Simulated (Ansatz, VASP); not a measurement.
# Two plane-wave programs on AlN

Contents of INCAR:

```
SYSTEM = AlN
PREC = Accurate ; ENCUT = 520
EDIFF = 1E-6 ; ISMEAR = 0
SIGMA = 0.05 ; LREAL = .False.
LASPH = .True. ; NELM = 100
ALGO = Normal ; ISIF = 2
LWAVE = .False. ; LCHARG = .False.
GGA = PE ; NBANDS = 16
```

KPOINTS

```
regular mesh
0
Gamma
  9 9 6
  0 0 0
```

Contents of POSCAR:

```
AlN
1.0
    3.1110021516      0.0000000000      0.0000000000
   -1.5555010758      2.6942068945      0.0000000000
    0.0000000000      0.0000000000      4.9780000000
Al N
2 2
Direct
    0.3333333333      0.6666666667      0.0000000000
    0.6666666667      0.3333333333      0.5000000000
    0.2802874764      0.6401437382      0.3941504103
    0.6136208097      0.3068104049      0.8941504103
```

Input for Ansatz:

```yaml
crystal:
  lattice:
    - [3.1110021516, 0.0, 0.0]
    - [-1.5555010758, 2.6942068945, 0.0]
    - [0.0, 0.0, 4.978]
  atoms:
    - { symbol: Al, position: [0.3333333333, 0.6666666667, 0.0] }
    - { symbol: Al, position: [0.6666666667, 0.3333333333, 0.5] }
    - { symbol: "N", position: [0.2802874764, 0.6401437382, 0.3941504103] }
    - { symbol: "N", position: [0.6136208097, 0.3068104049, 0.8941504103] }
basis:
  ecutwfc: 420
kpoints:
  mp_grid: { grid: [9, 9, 6] }
hamiltonian:
  xc: pbe
scf:
  occupations: { method: gaussian, width: 0.05 }
output:
  forces: true
  stress: true
  eigenvalues: true
```

Change from the starting cell: all N atoms moved +0.150 Å, as atom 3 towards its neighbour atom 2 (Al) at 1.885 Å.

Alike in both runs: task single point; functional PBE; k mesh 9 × 9 × 6; occupations gaussian, width 0.05 eV; no spin polarisation.

```csv
,VASP,Ansatz
version,VASP 6.6.1,Ansatz 0.2.0
potentials or method,"VASP PAW PBE potentials, release 64 (Al, N), cutoff 520 eV","scalar-relativistic, plane waves, PAW"
valence electrons in the cell,16,16
```

|  | VASP | Ansatz | Ansatz less VASP |
| --- | --- | --- | --- |
| gap on the k mesh at the Fermi level (eV) | 3.91 | 3.90 | -0.011 |
| least direct gap on the mesh (eV) | 3.91 | 3.90 | -0.011 |
| pressure (GPa) | 7.0 | 7.2 | +0.22 |
| traceless stress, the component that is largest in VASP (GPa) | -7.27 | -7.27 | +0.005 |
| rms of the force components (eV/Å) | 1.612 | 1.604 | -0.0081 |

Atom by atom the forces differ by 0.008 eV/Å (rms over components). With one functional, cell and mesh, what is left measures potentials, basis and numerics.
